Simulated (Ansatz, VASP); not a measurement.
One calculation of WCl4F2, two programs

```xyz
7
Lattice="-3.7098 3.7098 4.1201 3.7098 -3.7098 4.1201 3.7098 3.7098 -4.1201" Properties=species:S:1:pos:R:3 pbc="T T T"
W     0.0000    0.0000    0.0000
Cl   -2.0845    2.0845    4.1201
Cl    2.0845    2.0845    4.1201
Cl    1.6253    1.6253    0.0000
Cl    2.0845   -2.0845    4.1201
F     0.0000    0.0000    6.3729
F     0.0000    0.0000    1.8673
```

Alike in both runs: task relaxation of cell and atoms; functional PBE; k mesh 6 × 6 × 6; occupations gaussian, width 0.02 eV; no spin polarisation.

|  | VASP | Ansatz |
| --- | --- | --- |
| version | VASP 6.6.1 | Ansatz 0.2.0 |
| potentials or method | VASP PAW PBE potentials, release 64 (W_sv, Cl, F), cutoff 600 eV | scalar-relativistic, plane waves, PAW |
| valence electrons in the cell | 56 | 56 |

Ansatz gave:

```
gap on the k mesh at the Fermi level, each at its own relaxed structure (eV)  : 1.70
relaxed volume (Å³/atom)                                                      : 32.40
relaxed length of the cell vector where the two differ most in proportion (Å) : 6.671
```

Problem. What did VASP give for the same quantities?

Solution. gap on the k mesh at the Fermi level, each at its own relaxed structure (eV): 1.67; relaxed volume (Å³/atom): 31.22; relaxed length of the cell vector where the two differ most in proportion (Å): 6.589.

Spin-orbit coupling is off throughout.
